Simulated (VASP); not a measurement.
Pd: single point with SVWN5

Crystal: Pd.

```
Pd
1.0
     0.00000    1.93344    1.93344
     1.93344    0.00000    1.93344
     1.93344    1.93344    0.00000
Pd
1
Cartesian
  0.0000 0.0000 0.0000
```

```yaml
Program: VASP 6.6.1
Task: single point
Functional: SVWN5
Potentials_or_basis: VASP PAW PBE potentials, release 64 (Pd)
Cutoff: 520 eV
k_mesh: 12 × 12 × 12
Occupations: fermi-dirac, width 0.05 eV
Spin: no spin polarisation
Dipole_correction: no
Further_INCAR_settings: ALGO = Fast; EDIFF = 1e-06; NBANDS = 11
```

| Quantity | Value |
| --- | --- |
| Pressure | -5.4 GPa |
| Band gap on the k mesh | zero (band 5 reaches 10.06 eV, above the bottom of band 6 at 8.42 eV) |

Levels at points of the mesh, in eV from the Fermi level:
| k point | band 3 | band 4 | band 5 | band 6 | band 7 | band 8 |
| --- | --- | --- | --- | --- | --- | --- |
| (0.00, 0.00, 0.00) | -2.94 | -2.94 | -1.24 | -1.24 | 17.25 | 22.07 |
| (0.50, 0.00, 0.00) | -2.98 | 0.00 | 0.00 | 0.92 | 7.40 | 16.62 |
| (0.50, 0.50, 0.00) | -0.02 | 0.32 | 0.32 | 3.27 | 10.92 | 13.22 |

Run time: 8.8 s on 1 thread of AMD EPYC 7R43 64-Core Processor (Zen 3) (shared host), peak memory 0.09 GiB.

Caveat: the PAW data sets were made with another functional, which shifts forces and pressure a little.
